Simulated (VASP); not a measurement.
# Ti (P6_3/mmc) in VASP: notebook

Runs on Ti. Level: LDA. Tasks: vibrations by perturbation theory.

Everything below comes from runs of VASP 6.6.1. Logs are shortened: lines on timing, memory, paths and dates and some standing lists are left out, and cuts for length are marked.

## 1. The cell of the first run

It takes space group P6_3/mmc (No. 194, hexagonal). The conventional cell has a = 2.865 Å, b = 2.865 Å, c = 4.546 Å, α = 90.00°, β = 90.00°, γ = 120.00°. Ti (site symmetry -6m2) has 12 Ti at 2.81 to 2.86 Å within 3.7 Å.

## 2. Vibrations by perturbation theory, LDA

Contents of INCAR:

```
PREC     = Accurate       # precision mode
ENCUT    = 520            # plane-wave cutoff, eV
EDIFF    = 1E-8           # SCF threshold, eV
ISMEAR   = -1             # smearing method
SIGMA    = 0.15           # smearing width, eV
LREAL    = F              # projectors in reciprocal space
LASPH    = T              # aspherical terms in the spheres
NELM     = 60             # most SCF steps
ALGO     = Normal         # electronic algorithm
ISIF     = 2              # what is computed and relaxed
LWAVE    = F              # write WAVECAR
LCHARG   = F              # write CHGCAR
IBRION   = 8              # ionic algorithm
NSW      = 1              # ionic steps
```

Contents of KPOINTS:

```
regular mesh
0
Gamma
  18 18 10
```

Contents of POSCAR:

```
Ti
1.0
    2.8647332343      0.0000000000      0.0000000000
   -1.4323666172      2.4809317559      0.0000000000
    0.0000000000      0.0000000000      4.5459911007
Ti
2
Direct
    0.3333333333      0.6666666667      0.2500000000
    0.6666666667      0.3333333333      0.7500000000
```

Potentials or basis: VASP PAW LDA potentials, release 64 (Ti_sv).

Launch:

```console
$ cat potpaw_LDA.64/Ti_sv/POTCAR > POTCAR
$ mpirun -np 1 vasp_std > vasp.out
```

OUTCAR:

```text
PREC = Accurate
   ENCUT = 520
   EDIFF = 1E-8
   ISMEAR = -1
   LREAL = F
   LASPH = T
   NELM = 60
   ISIF = 2
   IBRION = 8
   NSW = 1

 ion  position               nearest neighbor table
   1  0.333  0.667  0.250-   2 2.81   2 2.81   2 2.81   2 2.81   2 2.81   2 2.81
   2  0.667  0.333  0.750-   1 2.81   1 2.81   1 2.81   1 2.81   1 2.81   1 2.81

  LATTYP: Found a hexagonal cell.
 ALAT       =     2.8647332343
 C/A-ratio  =     1.5868811261

  Lattice vectors:

 A1 = (   2.8647332343,   0.0000000000,   0.0000000000)
 A2 = (  -1.4323666172,   2.4809317559,   0.0000000000)
 A3 = (   0.0000000000,   0.0000000000,   4.5459911007)

Analysis of symmetry for initial positions (statically):
=====================================================================
 Subroutine PRICEL returns:
 Original cell was already a primitive cell.

 Routine SETGRP: Setting up the symmetry group for a
 hexagonal supercell.

 Subroutine GETGRP returns: Found 24 space group operations
 (whereof 12 operations were pure point group operations)
 out of a pool of 24 trial point group operations.

The static configuration has the point symmetry D_3d.
 The point group associated with its full space group is D_6h.

Analysis of symmetry for dynamics (positions and initial velocities):
=====================================================================
 Subroutine PRICEL returns:
 Original cell was already a primitive cell.

 Routine SETGRP: Setting up the symmetry group for a
 hexagonal supercell.

 Subroutine GETGRP returns: Found 24 space group operations
 (whereof 12 operations were pure point group operations)
 out of a pool of 24 trial point group operations.

The dynamic configuration has the point symmetry D_3d.
 The point group associated with its full space group is D_6h.

 Subroutine INISYM returns: Found 24 space group operations
 (whereof 12 operations are pure point group operations),
 and found     1 'primitive' translations

[... 623 lines left out ...]
      direct lattice vectors                 reciprocal lattice vectors
     2.864733234  0.000000000  0.000000000     0.349072642  0.201537184  0.000000000
    -1.432366617  2.480931756  0.000000000     0.000000000  0.403074368  0.000000000
     0.000000000  0.000000000  4.545991101     0.000000000  0.000000000  0.219974034

 POSITION                                       TOTAL-FORCE (eV/Angst)
 -----------------------------------------------------------------------------------
     -0.00000      1.65395      1.13650        -0.000000      0.000000      0.000000
      1.43237      0.82698      3.40949         0.000000     -0.000000      0.000000
 -----------------------------------------------------------------------------------
    total drift:                                0.000000     -0.000000      0.000000

  FREE ENERGIE OF THE ION-ELECTRON SYSTEM (eV)
  ---------------------------------------------------
  free  energy   TOTEN  =       -17.1830999091 eV

  energy  without entropy=      -17.0032678244  energy(sigma->0) =      -17.09318387

[... ionic steps 2 to 3 ...]

--------------------------------------- Ionic step        4  -------------------------------------------

------------------------ aborting loop because EDIFF is reached ----------------------------------------

[... ionic steps 5 to 5 ...]

--------------------------------------- Ionic step        6  -------------------------------------------

 Free energy of the ion-electron system (eV)
  ---------------------------------------------------
  ---------------------------------------------------
  free energy    TOTEN  =        -0.62301995 eV

  energy without entropy =       -0.62301995

------------------------ aborting loop because EDIFF is reached ----------------------------------------

 INTERNAL STRAIN TENSOR  FOR ION    1  DIRECTION 3   (eV/Angst):
 -----------------------------------------------------------------------------
    -0.01945  0.00000 -0.00000
     0.00000 -0.01945  0.00000
     0.00000 -0.00000  0.03784

 INTERNAL STRAIN TENSOR FOR ION    2 for displacements in x,y,z  (eV/Angst):
          X           Y           Z          XY          YZ          ZX
  --------------------------------------------------------------------------------
  x    -0.00000     0.00000     0.00000     2.14747     0.00000     0.00000
  y     2.14747    -2.14747     0.00000     0.00000     0.00000     0.00000
  z     0.00000    -0.00000    -0.00000     0.00000     0.00000     0.00000

 SECOND DERIVATIVES (NOT SYMMETRIZED)
 ------------------------------------
               1X          1Y          1Z          2X          2Y          2Z
  1X    -0.823052    0.000000    0.000000    0.823052   -0.000000    0.000000
  1Y     0.000000   -0.823052    0.000000   -0.000000    0.823052    0.000000
  1Z    -0.000000    0.000000   -4.229106    0.000000    0.000000    4.229106
  2X     0.823052   -0.000000    0.000000   -0.823052    0.000000    0.000000
  2Y    -0.000000    0.823052    0.000000    0.000000   -0.823052    0.000000
  2Z     0.000000    0.000000    4.229106   -0.000000    0.000000   -4.229106

 Eigenvectors and eigenvalues of the dynamical matrix
 ----------------------------------------------------

   1 f  =    6.570720 THz    41.285051 2PiTHz  219.175623 cm-1    27.174302 meV
             X         Y         Z           dx          dy          dz
     -0.000000  1.653955  1.136498     0.000000    0.000000    0.707107
      1.432367  0.826977  3.409493    -0.000000   -0.000000   -0.707107
[... 16 lines left out ...]
   5 f  =    0.000000 THz     0.000000 2PiTHz    0.000001 cm-1     0.000000 meV
             X         Y         Z           dx          dy          dz
     -0.000000  1.653955  1.136498     0.704001    0.016088   -0.064216
      1.432367  0.826977  3.409493     0.704001    0.016088   -0.064216

   6 f/i=    0.000000 THz     0.000000 2PiTHz    0.000002 cm-1     0.000000 meV
             X         Y         Z           dx          dy          dz
     -0.000000  1.653955  1.136498    -0.033955   -0.501065   -0.497776
      1.432367  0.826977  3.409493    -0.033955   -0.501065   -0.497776

--------------------------------------------------------------------------------------------------------

 ELASTIC MODULI CONTR FROM IONIC RELAXATION (kBar)
 Direction    XX          YY          ZZ          XY          YZ          ZX
 --------------------------------------------------------------------------------
 XX        -277.8487    277.8487     -0.0000      0.0000      0.0000      0.0000
 YY         277.8487   -277.8487      0.0000      0.0000     -0.0000     -0.0000
 ZZ          -0.0000      0.0000     -0.0000     -0.0000      0.0000      0.0000
 XY           0.0000      0.0000     -0.0000   -277.8487      0.0000      0.0000
 YZ           0.0000     -0.0000      0.0000      0.0000     -0.0000     -0.0000
 ZX           0.0000     -0.0000      0.0000      0.0000     -0.0000     -0.0000
 --------------------------------------------------------------------------------
```

OSZICAR:

```text
N       E                     dE             d eps       ncg     rms          rms(c)
DAV:   1     0.244080117603E+03    0.24408E+03   -0.13636E+04  7120   0.188E+03
DAV:   2     0.875747400133E+01   -0.23532E+03   -0.23398E+03  7360   0.493E+02
DAV:   3    -0.179974904720E+02   -0.26755E+02   -0.26517E+02 13904   0.134E+02
DAV:   4    -0.190321342956E+02   -0.10346E+01   -0.10345E+01  7368   0.282E+01
[... 73 lines left out ...]
RMM:  24    -0.623019925918E+00   -0.90900E-09   -0.19563E-06 25257   0.258E-04    0.634E-06
RMM:  25    -0.623019929398E+00   -0.34797E-08   -0.16017E-06 23649   0.234E-04    0.790E-06
RMM:  26    -0.623019937449E+00   -0.80509E-08   -0.16791E-06 22563   0.216E-04    0.890E-06
RMM:  27    -0.623019948336E+00   -0.10888E-07   -0.12676E-06 21244   0.200E-04    0.947E-06
RMM:  28    -0.623019953268E+00   -0.49315E-08   -0.13122E-06 23359   0.189E-04    0.916E-06
 Linear response finished
```

stdout:

```text
POSCAR found type information on POSCAR Ti
 POSCAR found :  1 types and       2 ions
 scaLAPACK will be used
 LDA part: xc-table for (Slater(with rela. corr.)+CA(PZ))
 , standard interpolation
 POSCAR, INCAR and KPOINTS ok, starting setup
 FFT: planning ... GRIDC
 FFT: planning ... GRID_SOFT
 FFT: planning ... GRID
 WAVECAR not read
 entering main loop
 Linear response reoptimize wavefunctions to high precision
 Linear response DOF=           2
 Linear response progress:
 first order change of Fermi-energy   0.55736E-04
 force on displaced ion       1 direction 1 :  -0.823  -0.000   0.000
 Linear response progress:
 first order change of Fermi-energy  -0.14247E-03
 force on displaced ion       1 direction 3 :  -0.000  -0.000  -4.229
 Linear response finished
```

Wall time 15 min (1 thread of Intel Xeon 6975P-C (Granite Rapids), shared host); peak memory 0.96 GiB.

Results:

```yaml
Highest_phonon_frequency_at_Γ: 219 cm⁻¹
```

Phonon frequencies in cm⁻¹ (negative: imaginary):
| q point | frequencies |
| --- | --- |
| (0.000, 0.000, 0.000) | 0 0 0 97 97 219 |

## 3. Vibrations by perturbation theory, LDA (phonons at volume x 1.02)

Contents of INCAR:

```
ALGO     = Normal         # electronic algorithm
EDIFF    = 1E-8           # SCF threshold, eV
ENCUT    = 520            # plane-wave cutoff, eV
GGA      = CA             # functional
IBRION   = 8              # ionic algorithm
ISIF     = 2              # what is computed and relaxed
ISMEAR   = -1             # smearing method
LASPH    = True           # aspherical terms in the spheres
LCHARG   = True           # write CHGCAR
LREAL    = False          # projectors in reciprocal space
LWAVE    = False          # write WAVECAR
NBANDS   = 19             # bands
NELM     = 100            # most SCF steps
NSW      = 1              # ionic steps
PREC     = Accurate       # precision mode
SIGMA    = 0.15           # smearing width, eV
```

Contents of KPOINTS:

```
k-points
0
Gamma
  18 18 10
```

Contents of POSCAR:

```
Ti
1.0
    2.8844256749      0.0000000000      0.0000000000
   -1.4422128374      2.4979859098      0.0000000000
    0.0000000000      0.0000000000      4.5738131680
Ti
2
Direct
    0.3333333333      0.6666666667      0.2500000000
    0.6666666667      0.3333333333      0.7500000000
```

Potentials or basis: VASP PAW LDA potentials, release 64 (Ti_sv).

Launch:

```console
$ cat potpaw_LDA.64/Ti_sv/POTCAR > POTCAR
$ mpirun -np 1 vasp_std > vasp.out
```

OUTCAR:

```text
EDIFF = 1E-8
   ENCUT = 520
   GGA = CA
   IBRION = 8
   ISIF = 2
   ISMEAR = -1
   LASPH = True
   LREAL = False
   NELM = 100
   NSW = 1
   PREC = Accurate

 ion  position               nearest neighbor table
   1  0.333  0.667  0.250-   2 2.83   2 2.83   2 2.83   2 2.83   2 2.83   2 2.83
   2  0.667  0.333  0.750-   1 2.83   1 2.83   1 2.83   1 2.83   1 2.83   1 2.83

  LATTYP: Found a hexagonal cell.
 ALAT       =     2.8844256749
 C/A-ratio  =     1.5856928496

  Lattice vectors:

 A1 = (   2.8844256749,   0.0000000000,   0.0000000000)
 A2 = (  -1.4422128374,   2.4979859098,   0.0000000000)
 A3 = (   0.0000000000,   0.0000000000,   4.5738131680)

Analysis of symmetry for initial positions (statically):
=====================================================================
 Subroutine PRICEL returns:
 Original cell was already a primitive cell.

 Routine SETGRP: Setting up the symmetry group for a
 hexagonal supercell.

 Subroutine GETGRP returns: Found 24 space group operations
 (whereof 12 operations were pure point group operations)
 out of a pool of 24 trial point group operations.

The static configuration has the point symmetry D_3d.
 The point group associated with its full space group is D_6h.

Analysis of symmetry for dynamics (positions and initial velocities):
=====================================================================
 Subroutine PRICEL returns:
 Original cell was already a primitive cell.

 Routine SETGRP: Setting up the symmetry group for a
 hexagonal supercell.

 Subroutine GETGRP returns: Found 24 space group operations
[... 718 lines left out ...]
  ---------------------------------------------------
  free  energy   TOTEN  =       -17.1778259377 eV

  energy  without entropy=      -16.9936298475  energy(sigma->0) =      -17.08572789

[... ionic steps 2 to 3 ...]

--------------------------------------- Ionic step        4  -------------------------------------------

------------------------ aborting loop because EDIFF is reached ----------------------------------------

[... ionic steps 5 to 5 ...]

--------------------------------------- Ionic step        6  -------------------------------------------

 Free energy of the ion-electron system (eV)
  ---------------------------------------------------
  ---------------------------------------------------
  free energy    TOTEN  =        -0.62687855 eV

  energy without entropy =       -0.62687855

------------------------ aborting loop because EDIFF is reached ----------------------------------------

 INTERNAL STRAIN TENSOR  FOR ION    1  DIRECTION 3   (eV/Angst):
 -----------------------------------------------------------------------------
    -0.01811 -0.00000 -0.00000
    -0.00000 -0.01811 -0.00000
     0.00000  0.00000  0.03511

 INTERNAL STRAIN TENSOR FOR ION    2 for displacements in x,y,z  (eV/Angst):
          X           Y           Z          XY          YZ          ZX
  --------------------------------------------------------------------------------
  x     0.00000    -0.00000    -0.00000     2.12320     0.00000     0.00000
  y     2.12320    -2.12320    -0.00000    -0.00000     0.00000     0.00000
  z     0.00000    -0.00000    -0.00000     0.00000     0.00000    -0.00000

 SECOND DERIVATIVES (NOT SYMMETRIZED)
 ------------------------------------
               1X          1Y          1Z          2X          2Y          2Z
  1X    -0.856705   -0.000000    0.000000    0.856705    0.000000    0.000000
  1Y    -0.000000   -0.856705    0.000000    0.000000    0.856705    0.000000
  1Z     0.000000   -0.000000   -3.773936    0.000000    0.000000    3.773936
  2X     0.856705    0.000000    0.000000   -0.856705   -0.000000    0.000000
  2Y     0.000000    0.856705    0.000000   -0.000000   -0.856705    0.000000
  2Z     0.000000    0.000000    3.773936    0.000000   -0.000000   -3.773936

 Eigenvectors and eigenvalues of the dynamical matrix
 ----------------------------------------------------

   1 f  =    6.207060 THz    39.000107 2PiTHz  207.045230 cm-1    25.670325 meV
             X         Y         Z           dx          dy          dz
     -0.000000  1.665324  1.143453     0.000000    0.000000    0.707107
      1.442213  0.832662  3.430360     0.000000    0.000000   -0.707107
[... 16 lines left out ...]
   5 f  =    0.000000 THz     0.000000 2PiTHz    0.000001 cm-1     0.000000 meV
             X         Y         Z           dx          dy          dz
     -0.000000  1.665324  1.143453     0.642715   -0.292172   -0.039406
      1.442213  0.832662  3.430360     0.642715   -0.292172   -0.039406

   6 f/i=    0.000000 THz     0.000000 2PiTHz    0.000001 cm-1     0.000000 meV
             X         Y         Z           dx          dy          dz
     -0.000000  1.665324  1.143453    -0.294777   -0.638421   -0.074329
      1.442213  0.832662  3.430360    -0.294777   -0.638421   -0.074329

--------------------------------------------------------------------------------------------------------

 ELASTIC MODULI CONTR FROM IONIC RELAXATION (kBar)
 Direction    XX          YY          ZZ          XY          YZ          ZX
 --------------------------------------------------------------------------------
 XX        -255.8183    255.8183      0.0000     -0.0000     -0.0000      0.0000
 YY         255.8183   -255.8183     -0.0000     -0.0000      0.0000     -0.0000
 ZZ           0.0000     -0.0000     -0.0000      0.0000      0.0000     -0.0000
 XY          -0.0000     -0.0000      0.0000   -255.8183     -0.0000      0.0000
 YZ          -0.0000      0.0000      0.0000     -0.0000     -0.0000      0.0000
 ZX           0.0000     -0.0000     -0.0000      0.0000      0.0000     -0.0000
 --------------------------------------------------------------------------------
```

OSZICAR:

```text
N       E                     dE             d eps       ncg     rms          rms(c)
DAV:   1     0.259625464248E+03    0.25963E+03   -0.13041E+04  8460   0.158E+03
DAV:   2     0.106386405692E+02   -0.24899E+03   -0.24485E+03  8658   0.438E+02
DAV:   3    -0.179655248896E+02   -0.28604E+02   -0.28197E+02 15645   0.122E+02
DAV:   4    -0.190987740228E+02   -0.11332E+01   -0.11314E+01  9731   0.255E+01
[... 76 lines left out ...]
RMM:  26    -0.626878512712E+00   -0.10725E-07   -0.10611E-06 27882   0.162E-04    0.758E-06
RMM:  27    -0.626878514129E+00   -0.14166E-08   -0.15329E-06 25428   0.150E-04    0.941E-06
RMM:  28    -0.626878528285E+00   -0.14157E-07   -0.96033E-07 25244   0.137E-04    0.941E-06
RMM:  29    -0.626878536176E+00   -0.78909E-08   -0.85759E-07 26806   0.127E-04    0.992E-06
RMM:  30    -0.626878547222E+00   -0.11046E-07   -0.10577E-06 21861   0.119E-04    0.109E-05
 Linear response finished
```

Run time: 20 min. Hardware: 1 thread of Intel Xeon 6975P-C (Granite Rapids), shared host; peak memory 1.1 GiB.

Results:

| Property | Result |
| --- | --- |
| Highest phonon frequency at Γ | 207 cm⁻¹ |

Phonon frequencies in cm⁻¹ (negative: imaginary):
| q point | frequencies |
| --- | --- |
| (0.000, 0.000, 0.000) | 0 0 0 99 99 207 |

Caveat: the cell differs from its parent crystal (phonons at volume x 1.02); the cell wasn't relaxed at this level first, which shifts response properties.
